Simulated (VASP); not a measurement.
# CaO (P4_2/mbc) in VASP: single point with PBE

Aim: the single point of CaO with PBE.

All numbers are computed with VASP 6.6.1; they aren't measurements. Logs are shortened: lines on timing, memory, paths and dates and some standing lists are left out, and cuts for length are marked.

### 1 The cell of the first run

It takes space group P4_2/mbc (No. 135, tetragonal). The conventional cell has a = 8.639 Å, b = 8.639 Å, c = 4.126 Å, α = 90.00°, β = 90.00°, γ = 90.00°. Ca (site symmetry m) has 4 O at 2.12 to 2.43 Å within 2.8 Å. Within 2.8 Å of O (site symmetry m) lie 4 Ca at 2.12 to 2.43 Å.

The cell was generated, and may not be a known phase.

### 2 Single point, PBE

File INCAR:

```
SYSTEM = CaO
PREC     = Accurate       ! precision mode
ENCUT    = 520            ! plane-wave cutoff, eV
EDIFF    = 1E-7           ! SCF threshold, eV
ISMEAR   = 0              ! smearing method
SIGMA    = 0.1            ! smearing width, eV
LREAL    = Auto         
LASPH    = .TRUE.         ! aspherical terms in the spheres
NELM     = 60             ! most SCF steps
ALGO     = Normal         ! electronic algorithm
ISIF     = 2              ! what is computed and relaxed
LWAVE    = .FALSE.        ! write WAVECAR
LCHARG   = .FALSE.        ! write CHGCAR
GGA      = PE             ! functional
NBANDS   = 78             ! bands
```

File KPOINTS:

```
regular mesh
0
G
  2 2 4
  0 0 0
```

File POSCAR:

```
CaO
1.0
    8.6389517900      0.0000000000      0.0000000000
    0.0000000000      8.6389517900      0.0000000000
    0.0000000000      0.0000000000      4.1257252800
Ca O
8 8
Direct
    0.6913084800      0.6225034900      0.0000000000
    0.8774965100      0.8086915200      0.5000000000
    0.3086915200      0.3774965100      0.0000000000
    0.1225034900      0.1913084800      0.5000000000
    0.6225034900      0.3086915200      0.5000000000
    0.8086915200      0.1225034900      0.0000000000
    0.3774965100      0.6913084800      0.5000000000
    0.1913084800      0.8774965100      0.0000000000
    0.1225034900      0.8086915200      0.5000000000
    0.3086915200      0.6225034900      0.0000000000
    0.8774965100      0.1913084800      0.5000000000
    0.6913084800      0.3774965100      0.0000000000
    0.1913084800      0.1225034900      0.0000000000
    0.3774965100      0.3086915200      0.5000000000
    0.8086915200      0.8774965100      0.0000000000
    0.6225034900      0.6913084800      0.5000000000
```

Potentials or basis: VASP PAW PBE potentials, release 64 (Ca_sv, O).

The run is started by

```bash
cat potpaw_PBE.64/Ca_sv/POTCAR potpaw_PBE.64/O/POTCAR > POTCAR
mpirun -np 1 vasp_std > vasp.out
```

OUTCAR:

```text
SYSTEM = CaO
   PREC = Accurate
   ENCUT = 520
   EDIFF = 1E-7
   ISMEAR = 0
   LREAL = Auto
   LASPH = .TRUE.
   NELM = 60
   ISIF = 2
   GGA = PE

 ion  position               nearest neighbor table
   1  0.691  0.623  0.000-  12 2.12  16 2.23  16 2.23  15 2.43   2 3.07   2 3.07
   2  0.877  0.809  0.500-   9 2.12  15 2.23  15 2.23  16 2.43   1 3.07   1 3.07
   3  0.309  0.377  0.000-  10 2.12  14 2.23  14 2.23  13 2.43   4 3.07   4 3.07
   4  0.123  0.191  0.500-  11 2.12  13 2.23  13 2.23  14 2.43   3 3.07   3 3.07
   5  0.623  0.309  0.500-  14 2.12  12 2.23  12 2.23  11 2.43   6 3.07   6 3.07
   6  0.809  0.123  0.000-  15 2.12  11 2.23  11 2.23  12 2.43   5 3.07   5 3.07
   7  0.377  0.691  0.500-  16 2.12  10 2.23  10 2.23   9 2.43   8 3.07   8 3.07
   8  0.191  0.877  0.000-  13 2.12   9 2.23   9 2.23  10 2.43   7 3.07   7 3.07
   9  0.123  0.809  0.500-   2 2.12   8 2.23   8 2.23   7 2.43
  10  0.309  0.623  0.000-   3 2.12   7 2.23   7 2.23   8 2.43
  11  0.877  0.191  0.500-   4 2.12   6 2.23   6 2.23   5 2.43
  12  0.691  0.377  0.000-   1 2.12   5 2.23   5 2.23   6 2.43
  13  0.191  0.123  0.000-   8 2.12   4 2.23   4 2.23   3 2.43
  14  0.377  0.309  0.500-   5 2.12   3 2.23   3 2.23   4 2.43
  15  0.809  0.877  0.000-   6 2.12   2 2.23   2 2.23   1 2.43
  16  0.623  0.691  0.500-   7 2.12   1 2.23   1 2.23   2 2.43

  LATTYP: Found a simple tetragonal cell.
 ALAT       =     8.6389517900
 C/A-ratio  =     0.4775724394

  Lattice vectors:

 A1 = (   8.6389517900,   0.0000000000,   0.0000000000)
 A2 = (   0.0000000000,   8.6389517900,   0.0000000000)
 A3 = (   0.0000000000,   0.0000000000,   4.1257252800)

Analysis of symmetry for initial positions (statically):
=====================================================================
 Subroutine PRICEL returns:
 Original cell was already a primitive cell.

 Routine SETGRP: Setting up the symmetry group for a
 simple tetragonal supercell.

 Subroutine GETGRP returns: Found 16 space group operations
 (whereof  4 operations were pure point group operations)
 out of a pool of 16 trial point group operations.

The static configuration has the point symmetry C_2h.
 The point group associated with its full space group is D_4h.

Analysis of symmetry for dynamics (positions and initial velocities):
=====================================================================
 Subroutine PRICEL returns:
 Original cell was already a primitive cell.

 Routine SETGRP: Setting up the symmetry group for a
 simple tetragonal supercell.

 Subroutine GETGRP returns: Found 16 space group operations
 (whereof  4 operations were pure point group operations)
 out of a pool of 16 trial point group operations.

The dynamic configuration has the point symmetry C_2h.
 The point group associated with its full space group is D_4h.

 Subroutine INISYM returns: Found 16 space group operations
 (whereof  4 operations are pure point group operations),
 and found     1 'primitive' translations

----------------------------------------------------------------------------------------

                                     Primitive cell

  volume of cell :     307.9090

  direct lattice vectors                    reciprocal lattice vectors
     8.638951790  0.000000000  0.000000000     0.115754784  0.000000000  0.000000000
     0.000000000  8.638951790  0.000000000     0.000000000  0.115754784  0.000000000
     0.000000000  0.000000000  4.125725280     0.000000000  0.000000000  0.242381626

  length of vectors
     8.638951790  8.638951790  4.125725280     0.115754784  0.115754784  0.242381626

  position of ions in fractional coordinates (direct lattice)
     0.691308480  0.622503490  0.000000000
     0.877496510  0.808691520  0.500000000
     0.308691520  0.377496510  0.000000000
     0.122503490  0.191308480  0.500000000
     0.622503490  0.308691520  0.500000000
     0.808691520  0.122503490  0.000000000
[... 8 lines left out ...]
     0.808691520  0.877496510  0.000000000
     0.622503490  0.691308480  0.500000000

  ion indices of the primitive-cell ions
   primitive index   ion index
                 1           1
                 2           2
                 3           3
                 4           4
                 5           5
                 6           6
[... 8 lines left out ...]
                15          15
                16          16

----------------------------------------------------------------------------------------

 KPOINTS: regular mesh

Automatic generation of k-mesh.
 Grid dimensions read from file:
 generate k-points for:    2    2    4

 Generating k-lattice:

  Cartesian coordinates                     Fractional coordinates (reciprocal lattice)
     0.057877392  0.000000000  0.000000000     0.500000000  0.000000000  0.000000000
     0.000000000  0.057877392  0.000000000     0.000000000  0.500000000  0.000000000
     0.000000000  0.000000000  0.060595406     0.000000000  0.000000000  0.250000000

  Length of vectors
     0.057877392  0.057877392  0.060595406

  Shift w.r.t. Gamma in fractional coordinates (k-lattice)
     0.000000000  0.000000000  0.000000000

 Subroutine IBZKPT returns following result:
 ===========================================

 Found      9 irreducible k-points:

 Following reciprocal coordinates:
            Coordinates               Weight
  0.000000  0.000000  0.000000      1.000000
  0.500000  0.000000  0.000000      2.000000
  0.500000  0.500000  0.000000      1.000000
  0.000000  0.000000  0.250000      2.000000
  0.500000  0.000000  0.250000      4.000000
  0.500000  0.500000  0.250000      2.000000
  0.000000  0.000000  0.500000      1.000000
  0.500000  0.000000  0.500000      2.000000
  0.500000  0.500000  0.500000      1.000000
   k-points           NKPTS =      9   k-points in BZ     NKDIM =      9   number of bands    NBANDS=     78
   number of dos      NEDOS =    301   number of ions     NIONS =     16
   total plane-waves  NPLWV = 131072
   dimension x,y,z NGX =    64 NGY =   64 NGZ =   32
   dimension x,y,z NGXF=   128 NGYF=  128 NGZF=   64
   ions per type =               8   8
   NGX,Y,Z   is equivalent  to a cutoff of  12.32, 12.32, 12.89 a.u.
   NGXF,Y,Z  is equivalent  to a cutoff of  24.63, 24.63, 25.79 a.u.
 SYSTEM =  CaO
   PREC   = accura    normal or accurate (medium, high low for compatibility)
   ISTART =      0    job   : 0-new  1-cont  2-samecut
   ICHARG =      2    charge: 1-file 2-atom 10-const
   ISPIN  =      1    spin polarized calculation?
   LNONCOLLINEAR =      F non collinear calculations
   LSORBIT =      F    spin-orbit coupling
   LASPH  =      T    aspherical Exc in radial PAW
   ENCUT  =  520.0 eV  38.22 Ry    6.18 a.u.  16.06 16.06  7.67*2*pi/ulx,y,z
   NELM   =     60;   NELMIN=  2; NELMDL= -5     # of ELM steps
   EDIFF  = 0.1E-06   stopping-criterion for ELM
   LREAL  =      T    real-space projection
   EDIFFG = 0.1E-05   stopping-criterion for IOM
   NSW    =      0    number of steps for IOM
   IBRION =     -1    ionic relax: 0-MD 1-quasi-New 2-CG
   NFREE  =      0    steps in history (QN), initial steepest desc. (CG)
   ISIF   =      2    stress and relaxation
   ISYM   =      2    0-nonsym 1-usesym 2-fastsym
   POTIM  = 0.5000    time-step for ionic-motion
   TEBEG  =    0.0;   TEEND  =   0.0 temperature during run
   PSTRESS=    0.0 pullay stress
   NELECT =     128.0000    total number of electrons
   NUPDOWN=      -1.0000    fix difference up-down
   EMIN   =  10.00;   EMAX   =-10.00  energy-range for DOS
   EFERMI =   0.00;   METHOD = LEGACY
   ISMEAR =     0;   SIGMA  =   0.10  broadening in eV -4-tet -1-fermi 0-gaus
   EFERMI_NEDOS =   21; number of points for ismear=-14 and -15
   IALGO  =     38    algorithm
   IMIX   =      4    mixing-type and parameters
     AMIX     =   0.40;   BMIX     =  1.00
     AMIX_MAG =   1.60;   BMIX_MAG =  1.00
  volume/ion in A,a.u.               =      19.24       129.87
  Fermi-wavevector in a.u.,A,eV,Ry     =   1.221811  2.308888 20.311077  1.492822
  Thomas-Fermi vector in A             =   2.356980
   LORBIT       =      0    0 simple, 1 ext, 2 COOP (PROOUT), +10 PAW based schemes
   GGA     = PE    functional components
   LHFCALC =     F    Hartree Fock is set to
   AEXX    =    0.0000 exact exchange contribution
   IVDW    =     0    specifies the selected vdW correction
   LEPSILON=     F    determine dielectric tensor
   LRPA    =     F    only Hartree local field effects (RPA)
 non-spin polarized calculation
 Gauss-broadening in eV      SIGMA  =   0.10
  energy-cutoff  :      520.00
  volume of cell :      307.91
 maximum number of plane-waves:      8336
   NGX = 33   NGY = 33   NGZ = 15

 number of electron     128.0000078 magnetization

 Free energy of the ion-electron system (eV)
  ---------------------------------------------------
  ext. energy  EPLUGINS =         0.00000000
  ---------------------------------------------------
  free energy    TOTEN  =       -94.53524570 eV

  energy without entropy =      -94.53524570  energy(sigma->0) =      -94.53524570

 E-fermi :   1.3329     XC(G=0):  -8.4170

 val. band max:        0.8243392284   @ k =   0.0000   0.0000   0.0000
 cond. band min:       2.5525973253   @ k =   0.0000   0.0000   0.0000
 fundamental gap:      1.7282580969
 Fermi energy:         1.3328569600

 k-point     1 :       0.0000    0.0000    0.0000
  band No.  band energies     occupation
      1     -37.1390      2.00000
      2     -37.1042      2.00000
      3     -37.1042      2.00000
      4     -37.0746      2.00000
      5     -37.0384      2.00000
      6     -37.0061      2.00000
[... 68 lines left out ...]
     75       6.6361      0.00000
     76       6.9136      0.00000

 k-point     2 :       0.5000    0.0000    0.0000
  band No.  band energies     occupation
      1     -37.1244      2.00000
      2     -37.1244      2.00000
      3     -37.0915      2.00000
      4     -37.0915      2.00000
      5     -37.0195      2.00000
      6     -37.0195      2.00000
[... 68 lines left out ...]
     75       6.9204      0.00000
     76       6.9204      0.00000

 k-point     3 :       0.5000    0.5000    0.0000
  band No.  band energies     occupation
      1     -37.1157      2.00000
      2     -37.1157      2.00000
      3     -37.1043      2.00000
      4     -37.1043      2.00000
      5     -37.0061      2.00000
      6     -37.0061      2.00000
[... 463 lines left out ...]
     75       6.6989      0.00000
     76       6.6989      0.00000

 k-point     9 :       0.5000    0.5000    0.5000
  band No.  band energies     occupation
      1     -37.0519      2.00000
      2     -37.0519      2.00000
      3     -37.0519      2.00000
      4     -37.0519      2.00000
      5     -37.0493      2.00000
      6     -37.0493      2.00000
[... 68 lines left out ...]
     75       6.1632      0.00000
     76       6.1632      0.00000
 [bands above 76 left out]

------------------------ aborting loop because EDIFF is reached ----------------------------------------

  FORCE on cell =-STRESS in cart. coord.  units (eV):
  Direction    XX          YY          ZZ          XY          YZ          ZX
  --------------------------------------------------------------------------------------
  -------------------------------------------------------------------------------------
  Total        7.8134077      7.8134077     18.9995279      0.0000000     -0.0000000     -0.0000000
  in kB       40.6563758     40.6563758     98.8623625      0.0000000     -0.0000000     -0.0000000
  external PRESSURE =      60.0583714 kB  Pullay stress =       0.0000000 kB

 VOLUME and BASIS-vectors are now :
 -----------------------------------------------------------------------------
  energy-cutoff  :      520.00
  volume of cell :      307.91
      direct lattice vectors                 reciprocal lattice vectors
     8.638951790  0.000000000  0.000000000     0.115754784  0.000000000  0.000000000
     0.000000000  8.638951790  0.000000000     0.000000000  0.115754784  0.000000000
     0.000000000  0.000000000  4.125725280     0.000000000  0.000000000  0.242381626

 POSITION                                       TOTAL-FORCE (eV/Angst)
 -----------------------------------------------------------------------------------
      5.97218      5.37778      0.00000        -0.849080      0.879655      0.000000
      7.58065      6.98625      2.06286        -0.879655      0.849080      0.000000
      2.66677      3.26117      0.00000         0.849080     -0.879655     -0.000000
      1.05830      1.65270      2.06286         0.879655     -0.849080      0.000000
      5.37778      2.66677      2.06286         0.879655      0.849080      0.000000
      6.98625      1.05830      0.00000         0.849080      0.879655     -0.000000
[... 8 lines left out ...]
      6.98625      7.58065      0.00000         0.649403     -0.984047     -0.000000
      5.37778      5.97218      2.06286         0.984047     -0.649403      0.000000
 -----------------------------------------------------------------------------------
    total drift:                               -0.000000     -0.000000     -0.000000

  FREE ENERGIE OF THE ION-ELECTRON SYSTEM (eV)
  ---------------------------------------------------
  free  energy   TOTEN  =       -94.5352456958 eV

  energy  without entropy=      -94.5352456958  energy(sigma->0) =      -94.53524570
```

It took 7 min on 1 thread of Intel Xeon Platinum 8488C (Sapphire Rapids), shared host; peak memory 0.41 GiB.

What came out:

```yaml
Free_energy: -94.5352 eV
Pressure: 6.0 GPa
Largest_force: 1.223 eV/Å
Band_gap_on_the_k_mesh: 1.73 eV
```

Forces in eV/Å, atoms in the order of the input:
```
Ca  -0.849  0.880  0.000
Ca  -0.880  0.849  0.000
Ca   0.849 -0.880  0.000
Ca   0.880 -0.849  0.000
Ca   0.880  0.849  0.000
Ca   0.849  0.880  0.000
Ca  -0.880 -0.849  0.000
Ca  -0.849 -0.880  0.000
O    0.984  0.649  0.000
O    0.649  0.984  0.000
O   -0.984 -0.649  0.000
O   -0.649 -0.984  0.000
O   -0.649  0.984  0.000
O   -0.984  0.649  0.000
O    0.649 -0.984  0.000
O    0.984 -0.649  0.000
```

Levels at points of the mesh, in eV from the valence-band top:
```
           k point  band 62  band 63  band 64  band 65  band 66  band 67
(0.00, 0.00, 0.00)    -0.22    -0.22     0.00     1.73     3.19     4.28
(0.50, 0.00, 0.00)    -0.56    -0.16    -0.16     2.50     2.50     4.19
(0.50, 0.50, 0.00)    -0.59    -0.38    -0.38     2.88     2.88     3.65
(0.00, 0.00, 0.50)    -0.60    -0.31    -0.31     3.43     3.43     3.66
(0.50, 0.00, 0.50)    -0.50    -0.49    -0.49     3.73     3.73     3.86
(0.50, 0.50, 0.50)    -0.57    -0.57    -0.57     4.06     4.06     4.06
```

Caveat: the stress differs along the axes, from 4 to 10 GPa; forces of over 1 eV/Å act on the atoms, so gaps and moduli don't describe the material at rest.
